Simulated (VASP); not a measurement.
A run of VASP 6.6.1 is set up as follows.

INCAR

```
  PREC = Accurate
  ENCUT = 520
  EDIFF = 1E-6
  ISMEAR = 0
  SIGMA = 0.1
  LREAL = False
  LASPH = True
  NELM = 150
  ALGO = Normal
  ISIF = 2
  LWAVE = False
  LCHARG = False
  ISPIN = 2
  MAGMOM = 0 1.07
  LORBIT = 11
  LMAXMIX = 4
  GGA = PE
  NBANDS = 22
```

Contents of KPOINTS:

```
regular mesh
0
Gamma
  18 18 18
```

The input POSCAR:

```
TiCo
1.0
    3.0815627533      0.0000000000      0.0000000000
    0.0000000000      3.0815627533      0.0000000000
    0.0000000000      0.0000000000      3.0815627533
Ti Co
1 1
Direct
    0.0000000000      0.0000000000      0.0000000000
    0.5000000000      0.5000000000      0.5000000000
```

Potentials or basis: VASP PAW PBE potentials, release 64 (Ti_sv, Co).

Run with:

```sh
$ cat potpaw_PBE.64/Ti_sv/POTCAR potpaw_PBE.64/Co/POTCAR > POTCAR
$ mpirun -np 1 vasp_std > vasp.out
```

(1) Estimate the net moment.

(2) Predict the site moments.

Results:

(1) 0.90 μB per cell.

(2) Ti -0.11; Co +1.10 μB.
